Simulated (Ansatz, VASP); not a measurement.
**One calculation of MgO2, two programs**

POSCAR

```
MgO2
1.0
    1.4763801347      0.8523884682      3.7734971849
   -1.4763801347      0.8523884682      3.7734971849
    0.0000000000     -1.7047769364      3.7734971849
Mg O
1 2
Direct
    0.0000000000      0.0000000000      0.0000000000
    0.4287860000      0.4287860000      0.4287860000
    0.5712140000      0.5712140000      0.5712140000
```

The input INCAR.step1:

```
SYSTEM = MgO2
  PREC = Accurate
  ENCUT = 520
  ISMEAR = 0
  SIGMA = 0.05
  LREAL = .False.
  LASPH = .True.
  NELM = 100
  NBANDS = 14
  GGA = PE
  ALGO = Normal
  EDIFF = 1E-4
  LWAVE = .True.
  LCHARG = .False.
```

INCAR.step2

```
SYSTEM = MgO2
  PREC = Accurate
  ENCUT = 520
  EDIFF = 1E-7
  ISMEAR = 0
  SIGMA = 0.05
  LREAL = .False.
  LASPH = .True.
  NELM = 100
  ALGO = Normal
  ISIF = 2
  LWAVE = .False.
  LCHARG = .False.
  METAGGA = R2SCAN
  LMIXTAU = .True.
  NBANDS = 14
  ISTART = 1
```

Contents of KPOINTS:

```
regular mesh
0
Gamma
  12 12 12
  0 0 0
```

Input for Ansatz:

```yaml
crystal:
  lattice:
    - [1.4763801347, 0.8523884682, 3.7734971849]
    - [-1.4763801347, 0.8523884682, 3.7734971849]
    - [0.0, -1.7047769364, 3.7734971849]
  atoms:
    - { symbol: Mg, position: [0.0, 0.0, 0.0] }
    - { symbol: O, position: [0.428786, 0.428786, 0.428786] }
    - { symbol: O, position: [0.571214, 0.571214, 0.571214] }
basis:
  ecutwfc: 500
kpoints:
  mp_grid: { grid: [12, 12, 12] }
hamiltonian:
  xc: r2scan
scf:
  occupations: { method: gaussian, width: 0.05 }
output:
  forces: true
  stress: true
  eigenvalues: true
```

Change from the starting cell: strain -0.080 along x and y, +0.080 along z, atoms carried along.

Alike in both runs: task single point; functional r2SCAN; k mesh 12 × 12 × 12; occupations gaussian, width 0.05 eV; no spin polarisation.

|  | VASP | Ansatz |
| --- | --- | --- |
| version | VASP 6.6.1 | Ansatz 0.2.0 |
| potentials or method | VASP PAW PBE potentials, release 64 (Mg, O), cutoff 520 eV | scalar-relativistic, plane waves, PAW |
| valence electrons in the cell | 14 | 22 |

VASP gave:

* gap on the k mesh at the Fermi level (eV): 0.96
* least direct gap on the mesh (eV): 0.96
* pressure (GPa): 0.8
* traceless stress, the component that is largest in VASP (GPa): -41.72
* rms of the force components (eV/Å): 1.075

Task: Estimate Ansatz's values.

Result: gap on the k mesh at the Fermi level (eV): 0.98; least direct gap on the mesh (eV): 0.98; pressure (GPa): 1.4; traceless stress, the component that is largest in VASP (GPa): -42.24; rms of the force components (eV/Å): 1.131.

VASP's potentials were made for PBE, not for r2SCAN. Atom by atom the forces differ by 0.056 eV/Å (rms over components). VASP's potentials hold 14 valence electrons a cell and Ansatz's 22, so a difference there can come from the potentials and not from the codes.
